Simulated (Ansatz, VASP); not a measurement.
## Pt: VASP beside Ansatz

File INCAR:

```
SYSTEM = Pt
  ALGO = Normal
  EDIFF = 1E-7
  ENCUT = 520
  GGA = PE
  ISIF = 2
  ISMEAR = -1
  LASPH = .True.
  LCHARG = .False.
  LREAL = .False.
  LWAVE = .False.
  NBANDS = 11
  NELM = 60
  PREC = Accurate
  SIGMA = 0.1
```

File KPOINTS:

```
k-points
0
Gamma
  22 22 22
  0 0 0
```

File POSCAR:

```
Pt
1.0
    0.0000000000      1.9313461538      1.9313461538
    1.9313461538      0.0000000000      1.9313461538
    1.9313461538      1.9313461538      0.0000000000
Pt
1
Direct
    0.0000000000      0.0000000000      0.0000000000
```

Input for Ansatz:

```yaml
crystal:
  lattice:
    - [0.0, 1.9313461538, 1.9313461538]
    - [1.9313461538, 0.0, 1.9313461538]
    - [1.9313461538, 1.9313461538, 0.0]
  atoms:
    - { symbol: Pt, position: [0.0, 0.0, 0.0] }
hamiltonian:
  xc: pbe
  pseudopotentials:
    kind: paw
    azcp:
      Pt: "pseudopotentials/Pt.paw.azcp"
basis:
  ecutwfc: 420
  fft_grid_basis: typed
kpoints:
  mp_grid: { grid: [22, 22, 22], shift: [0, 0, 0] }
magnetization:
  spin_polarized: false
scf:
  occupations: { method: fermi_dirac, width: 0.1 }
output:
  stress: true
```

Alike in both runs: task single point; functional PBE; k mesh 22 × 22 × 22; occupations fermi-dirac, width 0.1 eV; no spin polarisation.

```csv
,VASP,Ansatz
version,VASP 6.6.1,Ansatz 0.2.0
potentials or method,"VASP PAW PBE potentials, release 64 (Pt), cutoff 520 eV","plane waves (420 eV) with PAW, scalar-relativistic"
valence electrons in the cell,10,18
```

|  | VASP | Ansatz | Ansatz less VASP |
| --- | --- | --- | --- |
| pressure (GPa) | 25.3 | 25.9 | +0.58 |

VASP's potentials hold 10 valence electrons a cell and Ansatz's 18, so a difference there can come from the potentials and not from the codes.

Spin-orbit coupling is off throughout.
